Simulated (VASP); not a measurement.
# NiO (F-43m) in VASP: further runs

The runs below take NiO through single point, with PBE+U.

All numbers are computed with VASP 6.6.1; they aren't measurements. Logs are shortened: lines on timing, memory, paths and dates and some standing lists are left out, and cuts for length are marked.

## 1. The cell of the first run

It takes space group F-43m (No. 216, cubic). Conventional cell: a = 4.649 Å, b = 4.649 Å, c = 4.649 Å, α = 90.00°, β = 90.00°, γ = 90.00°. Within 2.7 Å of Ni (site symmetry -43m) lie 4 O at 2.01 Å. O (site symmetry -43m) has 4 Ni at 2.01 Å within 2.7 Å.

## 2. Single point, PBE+U, collinear spin, ferromagnetic start

Contents of INCAR:

```
PREC = Accurate
ENCUT = 520
EDIFF = 1E-7
ISMEAR = 0
SIGMA = 0.05
LREAL = False
LASPH = True
NELM = 150
ALGO = Normal
ISIF = 2
LWAVE = False
LCHARG = False
ISPIN = 2
MAGMOM = 1.89 0.13
LORBIT = 11
LMAXMIX = 4
LDAU = True
LDAUTYPE = 2
LDAUL = 2 -1
LDAUU = 6.2 0
LDAUJ = 0 0
LDAUPRINT = 1
GGA = PE
NBANDS = 19
```

Contents of KPOINTS:

```
Automatic mesh
0
Gamma
  10 10 10
```

Contents of POSCAR:

```
NiO
1.0
    0.0000000000      2.3247345634      2.3247345634
    2.3247345634      0.0000000000      2.3247345634
    2.3247345634      2.3247345634      0.0000000000
Ni O
1 1
Direct
    0.0000000000      0.0000000000      0.0000000000
    0.2500000000      0.2500000000      0.2500000000
```

Potentials or basis: VASP PAW PBE potentials, release 64 (Ni, O).

Command:

```
$ cat potpaw_PBE.64/Ni/POTCAR potpaw_PBE.64/O/POTCAR > POTCAR
$ mpirun -np 1 vasp_std > vasp.out
```

OUTCAR:

```text
PREC = Accurate
   ENCUT = 520
   EDIFF = 1E-7
   ISMEAR = 0
   LREAL = False
   LASPH = True
   NELM = 150
   ISIF = 2
   ISPIN = 2
   LORBIT = 11
   GGA = PE

 ion  position               nearest neighbor table
   1  0.000  0.000  0.000-   2 2.01   2 2.01   2 2.01   2 2.01
   2  0.250  0.250  0.250-   1 2.01   1 2.01   1 2.01   1 2.01

  LATTYP: Found a face centered cubic cell.
 ALAT       =     4.6494691268

  Lattice vectors:

 A1 = (   0.0000000000,   2.3247345634,   2.3247345634)
 A2 = (   2.3247345634,   0.0000000000,   2.3247345634)
 A3 = (   2.3247345634,   2.3247345634,   0.0000000000)

Analysis of symmetry for initial positions (statically):
=====================================================================
 Subroutine PRICEL returns:
 Original cell was already a primitive cell.

 Routine SETGRP: Setting up the symmetry group for a
 face centered cubic supercell.

 Subroutine GETGRP returns: Found 24 space group operations
 (whereof 24 operations were pure point group operations)
 out of a pool of 48 trial point group operations.

The static configuration has the point symmetry T_d .

Analysis of symmetry for dynamics (positions and initial velocities):
=====================================================================
 Subroutine PRICEL returns:
 Original cell was already a primitive cell.

 Routine SETGRP: Setting up the symmetry group for a
 face centered cubic supercell.

 Subroutine GETGRP returns: Found 24 space group operations
 (whereof 24 operations were pure point group operations)
 out of a pool of 48 trial point group operations.

The dynamic configuration has the point symmetry T_d .

Analysis of structural, dynamic, and magnetic symmetry:
=====================================================================
 Subroutine PRICEL returns:
 Original cell was already a primitive cell.
[... 166 lines left out ...]
  0.0000 -0.0000  0.9717 -0.0000 -0.0000
  0.0000  0.0000 -0.0000  0.4530 -0.0000
 -0.0000 -0.0000 -0.0000 -0.0000  0.9717

 occupancies and eigenvectors

  o =  0.4530  v =  0.0000  0.0000  0.0000  0.0000  0.0000  0.0000  0.9968  0.0000 -0.0800  0.0000      0.0000  0.0000  0.0000  0.0000  0.0000  0.0000  0.0000  0.0000  0.0000  0.0000
  o =  0.4530  v =  0.0000  0.0000  0.0000  0.0000  0.0000  1.0000  0.0000  0.0000  0.0000  0.0000      0.0000  0.0000  0.0000  0.0000  0.0000  0.0000  0.0000  0.0000  0.0000  0.0000
  o =  0.4530  v =  0.0000  0.0000  0.0000  0.0000  0.0000  0.0000  0.0800  0.0000  0.9968  0.0000      0.0000  0.0000  0.0000  0.0000  0.0000  0.0000  0.0000  0.0000  0.0000  0.0000
  o =  0.9717  v =  0.0000  0.0000  0.0000  0.0000  0.0000  0.0000  0.0000 -0.1018  0.0000 -0.9948      0.0000  0.0000  0.0000  0.0000  0.0000  0.0000  0.0000  0.0000  0.0000  0.0000
  o =  0.9717  v =  0.0000  0.0000  0.0000  0.0000  0.0000  0.0000 -0.0000  0.9948 -0.0000 -0.1018      0.0000  0.0000  0.0000  0.0000  0.0000  0.0000  0.0000  0.0000  0.0000  0.0000
  o =  0.9822  v =  0.0000  0.0000  0.9314 -0.0000 -0.3640  0.0000  0.0000  0.0000  0.0000  0.0000      0.0000  0.0000  0.0000  0.0000  0.0000  0.0000  0.0000  0.0000  0.0000  0.0000
  o =  0.9822  v =  0.0000 -0.0000  0.3640 -0.0000  0.9314  0.0000  0.0000  0.0000  0.0000  0.0000      0.0000  0.0000  0.0000  0.0000  0.0000  0.0000  0.0000  0.0000  0.0000  0.0000
  o =  1.0034  v =  1.0000  0.0000  0.0000  0.0000  0.0000  0.0000  0.0000  0.0000  0.0000  0.0000      0.0000  0.0000  0.0000  0.0000  0.0000  0.0000  0.0000  0.0000  0.0000  0.0000
  o =  1.0034  v =  0.0000  0.9928 -0.0000 -0.1196  0.0000  0.0000  0.0000  0.0000  0.0000  0.0000      0.0000  0.0000  0.0000  0.0000  0.0000  0.0000  0.0000  0.0000  0.0000  0.0000
  o =  1.0034  v =  0.0000  0.1196  0.0000  0.9928 -0.0000  0.0000  0.0000  0.0000  0.0000  0.0000      0.0000  0.0000  0.0000  0.0000  0.0000  0.0000  0.0000  0.0000  0.0000  0.0000

 number of electron      16.0000001 magnetization       2.0000316

 Free energy of the ion-electron system (eV)
  ---------------------------------------------------
  ext. energy  EPLUGINS =         0.00000000
  ---------------------------------------------------
  free energy    TOTEN  =        -8.58502769 eV

  energy without entropy =       -8.58174705  energy(sigma->0) =       -8.58338737

 E-fermi :   4.6627     XC(G=0): -10.5842

 val. band max:        4.6434510145   @ k =  -0.3000   0.3000   0.0000
 cond. band min:       4.6682124175   @ k =  -0.4000   0.5000   0.1000
 fundamental gap:      0.0247614030
 Fermi energy:         4.6627359396

 spin component 1

 k-point     1 :       0.0000    0.0000    0.0000
  band No.  band energies     occupation
      1     -14.6207      1.00000
      2      -2.9616      1.00000
      3      -2.9616      1.00000
      4      -2.9616      1.00000
      5      -0.7775      1.00000
      6      -0.7775      1.00000
[... 1049 lines left out ...]
     18      31.9054      0.00000
     19      32.3634      0.00000

 [... further k-points ...]
[... 5 lines left out ...]
  --------------------------------------------------------------------------------------
  -------------------------------------------------------------------------------------
  Total       -2.4255860     -2.4255860     -2.4255860      0.0000000      0.0000000     -0.0000000
  in kB     -154.6596929   -154.6596929   -154.6596929      0.0000000      0.0000000     -0.0000000
  external PRESSURE =    -154.6596929 kB  Pullay stress =       0.0000000 kB

 VOLUME and BASIS-vectors are now :
 -----------------------------------------------------------------------------
  energy-cutoff  :      520.00
  volume of cell :       25.13
      direct lattice vectors                 reciprocal lattice vectors
     0.000000000  2.324734563  2.324734563    -0.215078318  0.215078318  0.215078318
     2.324734563  0.000000000  2.324734563     0.215078318 -0.215078318  0.215078318
     2.324734563  2.324734563  0.000000000     0.215078318  0.215078318 -0.215078318

 POSITION                                       TOTAL-FORCE (eV/Angst)
 -----------------------------------------------------------------------------------
      0.00000      0.00000      0.00000         0.000000     -0.000000     -0.000000
      1.16237      1.16237      1.16237        -0.000000      0.000000      0.000000
 -----------------------------------------------------------------------------------
    total drift:                                0.000000      0.000000      0.000001

  FREE ENERGIE OF THE ION-ELECTRON SYSTEM (eV)
  ---------------------------------------------------
  free  energy   TOTEN  =        -8.5850276936 eV

  energy  without entropy=       -8.5817470477  energy(sigma->0) =       -8.58338737

 total charge

# of ion       s       p       d       tot
------------------------------------------
    1        0.345   0.388   8.251   8.985
    2        1.551   3.388   0.000   4.939
--------------------------------------------------
tot          1.897   3.776   8.251  13.924

 magnetization (x)

# of ion       s       p       d       tot
------------------------------------------
    1        0.003   0.022   1.671   1.696
    2        0.012   0.289   0.000   0.301
--------------------------------------------------
tot          0.016   0.311   1.671   1.997
```

OSZICAR:

```text
N       E                     dE             d eps       ncg     rms          rms(c)
DAV:   1     0.980763955066E+02    0.98076E+02   -0.72376E+03  3652   0.969E+02
DAV:   2    -0.280467793783E+01   -0.10088E+03   -0.87745E+02  3673   0.232E+02
DAV:   3    -0.999514579126E+01   -0.71905E+01   -0.70239E+01  4195   0.656E+01
DAV:   4    -0.100713982487E+02   -0.76252E-01   -0.76182E-01  3881   0.667E+00
DAV:   5    -0.100725261321E+02   -0.11279E-02   -0.11278E-02  3878   0.805E-01    0.146E+01
DAV:   6    -0.902835528003E+01    0.10442E+01   -0.12225E+01  4104   0.742E+01    0.187E+01
DAV:   7    -0.842306405581E+01    0.60529E+00   -0.30753E+00  3894   0.381E+01    0.723E+00
DAV:   8    -0.854749548344E+01   -0.12443E+00   -0.32527E-01  4004   0.539E+00    0.454E+00
DAV:   9    -0.857522491694E+01   -0.27729E-01   -0.53037E-02  4378   0.759E+00    0.917E-01
DAV:  10    -0.858621409655E+01   -0.10989E-01   -0.39160E-02  4291   0.276E+00    0.461E-01
DAV:  11    -0.858459965326E+01    0.16144E-02   -0.10050E-02  4177   0.214E+00    0.129E-01
DAV:  12    -0.858491299300E+01   -0.31334E-03   -0.92157E-04  3822   0.473E-01    0.569E-02
DAV:  13    -0.858501703390E+01   -0.10404E-03   -0.21352E-04  4250   0.231E-01    0.220E-02
DAV:  14    -0.858502737208E+01   -0.10338E-04   -0.67486E-05  3899   0.750E-02    0.119E-02
DAV:  15    -0.858502751411E+01   -0.14203E-06   -0.15397E-06  4524   0.136E-02    0.477E-03
DAV:  16    -0.858502769998E+01   -0.18587E-06   -0.51614E-07  3698   0.185E-02    0.214E-03
DAV:  17    -0.858502769356E+01    0.64288E-08   -0.14555E-07  3534   0.793E-03
   1 F= -.85850277E+01 E0= -.85833874E+01  d E =-.328065E-02  mag=     2.0000
```

stdout:

```text
POSCAR found type information on POSCAR NiO
 POSCAR found :  2 types and       2 ions
 scaLAPACK will be used
 LDA part: xc-table for (Slater+PW92), standard interpolation
 POSCAR, INCAR and KPOINTS ok, starting setup
 FFT: planning ... GRIDC
 FFT: planning ... GRID_SOFT
 FFT: planning ... GRID
 WAVECAR not read
 entering main loop
```

Run time: 62 s. Hardware: 1 thread of AMD EPYC 7R43 (Zen 3), shared host; peak memory 0.13 GiB.

What came out:

| Quantity | Value |
| --- | --- |
| Free energy | -8.5850 eV |
| Pressure | -15.5 GPa |
| Band gap on the k mesh | zero (filled and empty bands overlap) |
| Net moment | 2.00 μB per cell |
| Site moments | Ni +1.70; O +0.30 μB |
| Valence electrons inside the program's atomic spheres | Ni 8.98; O 4.94 |

Eigenvalues of the final occupation matrices:
```
    site  spin  trace               eigenvalues
site 1 d     1   4.97  0.98 0.98 1.00 1.00 1.00
site 1 d     2   3.30  0.45 0.45 0.45 0.97 0.97
```

Caveat: a cell with one magnetic atom can't hold antiferromagnetic order, which such compounds often take. The state reached can hang on the start; a lower one may exist.

## 3. Single point, PBE+U, collinear spin, ferromagnetic start

Contents of INCAR:

```
PREC = Accurate
ENCUT = 520
EDIFF = 1E-6
ISMEAR = 0
SIGMA = 0.05
LREAL = F
LASPH = T
NELM = 150
ALGO = Normal
ISIF = 2
LWAVE = F
LCHARG = F
ISPIN = 2
MAGMOM = 0.5 0
LORBIT = 11
LMAXMIX = 4
LDAU = T
LDAUTYPE = 2
LDAUL = 2 -1
LDAUU = 6.2 0
LDAUJ = 0 0
LDAUPRINT = 1
GGA = PE
NBANDS = 19
```

Contents of KPOINTS:

```
regular mesh
0
Gamma
  10 10 10
```

POSCAR is that of step 2.

Potentials or basis: VASP PAW PBE potentials, release 64 (Ni, O).

Command:

```
$ cat potpaw_PBE.64/Ni/POTCAR potpaw_PBE.64/O/POTCAR > POTCAR
$ mpirun -np 1 vasp_std > vasp.out
```

Wall time 54 s (1 thread of AMD EPYC 7R43 (Zen 3), shared host); peak memory 0.13 GiB.

Results (log left out):

```yaml
Free_energy: -8.5850 eV
Pressure: -15.5 GPa
Band_gap_on_the_k_mesh: zero (filled and empty bands overlap)
Net_moment: 2.00 μB per cell
Site_moments: Ni +1.70; O +0.30 μB
Valence_electrons_inside_the_program's_atomic_spheres: Ni 8.98; O 4.94
```

Levels at points of the mesh, in eV from the Fermi level:
Spin up:
```
           k point  band 5  band 6  band 7  band 8  band 9  band 10  band 11  band 12  band 13  band 14
(0.00, 0.00, 0.00)   -5.44   -5.44   -1.59   -1.59   -1.59     0.08    13.23    13.23    13.23    18.53
(0.50, 0.00, 0.00)   -5.69   -5.47   -5.47   -2.23   -2.23     5.13     6.53    12.39    12.39    16.31
(0.50, 0.50, 0.00)   -6.15   -5.25   -3.97   -3.51   -3.51     4.52     8.70     9.95    13.24    13.24
```
Spin down:
| k point | band 4 | band 5 | band 6 | band 7 | band 8 | band 9 | band 10 | band 11 |
| --- | --- | --- | --- | --- | --- | --- | --- | --- |
| (0.00, 0.00, 0.00) | -4.40 | -4.40 | -4.40 | 0.27 | 1.56 | 1.56 | 1.56 | 13.51 |
| (0.50, 0.00, 0.00) | -5.09 | -3.31 | -3.31 | -0.54 | 0.74 | 0.74 | 5.44 | 7.09 |
| (0.50, 0.50, 0.00) | -4.00 | -4.00 | -3.11 | -1.19 | 0.03 | 0.03 | 5.34 | 9.31 |

Eigenvalues of the final occupation matrices:
```tsv
site	spin	trace	eigenvalues
site 1 d	1	4.97	0.98 0.98 1.00 1.00 1.00
site 1 d	2	3.30	0.45 0.45 0.45 0.97 0.97
```

Caveat: a cell with one magnetic atom can't hold antiferromagnetic order, which such compounds often take. The state reached can hang on the start; a lower one may exist.
